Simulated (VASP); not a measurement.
Zr3PN3:

```
Zr P N
1.0
     4.68900    0.00000    0.00000
     0.00000    4.68900    0.00000
     0.00000    0.00000    4.68900
Zr P N
3 1 3
Direct
  0.50000 0.50000 0.00000
  0.00000 0.50000 0.50000
  0.50000 0.00000 0.50000
  0.50000 0.50000 0.50000
  0.50000 0.00000 0.00000
  0.00000 0.50000 0.00000
  0.00000 0.00000 0.50000
```

The cell was built from a structure type or drawn by symmetry, and may not be a known phase.

```yaml
Program: VASP 6.6.1
Task: relaxation of cell and atoms
Functional: PBE
Potentials_or_basis: VASP PAW PBE potentials, release 64 (Zr_sv, P, N)
Cutoff: 600 eV
k_mesh: 4 × 4 × 4
Occupations: gaussian, width 0.1 eV
Spin: no spin polarisation
```

At the start: pressure 9.0 GPa; volume 14.73 Å³/atom.

Question: Where does the relaxation end?

Answer: Over 3 steps the energy falls by 20.1 meV/atom and the volume is 15.49 Å³/atom (+5.2 %); space group Pm-3m (No. 221, to 0.1 Å) before and after.

The path:
```tsv
step	energy change (eV)	largest force (eV/Å)	pressure (GPa)	volume (Å³)
1	0.0000	0.0000	8.98	103.10
2	0.0982	0.0000	-9.56	115.91
3	-0.1409	0.0000	-0.13	108.43
```

Final structure:
```cif
data_structure
_symmetry_space_group_name_H-M 'P 1'
_symmetry_Int_Tables_number 1
_cell_length_a 4.7685
_cell_length_b 4.7685
_cell_length_c 4.7685
_cell_angle_alpha 90.000
_cell_angle_beta 90.000
_cell_angle_gamma 90.000
_cell_volume 108.43
loop_
_atom_site_label
_atom_site_type_symbol
_atom_site_fract_x
_atom_site_fract_y
_atom_site_fract_z
_atom_site_occupancy
Zr1 Zr 0.50000 0.50000 0.00000 1
Zr2 Zr 0.00000 0.50000 0.50000 1
Zr3 Zr 0.50000 0.00000 0.50000 1
P1 P 0.50000 0.50000 0.50000 1
N1 N 0.50000 0.00000 0.00000 1
N2 N 0.00000 0.50000 0.00000 1
N3 N 0.00000 0.00000 0.50000 1
```
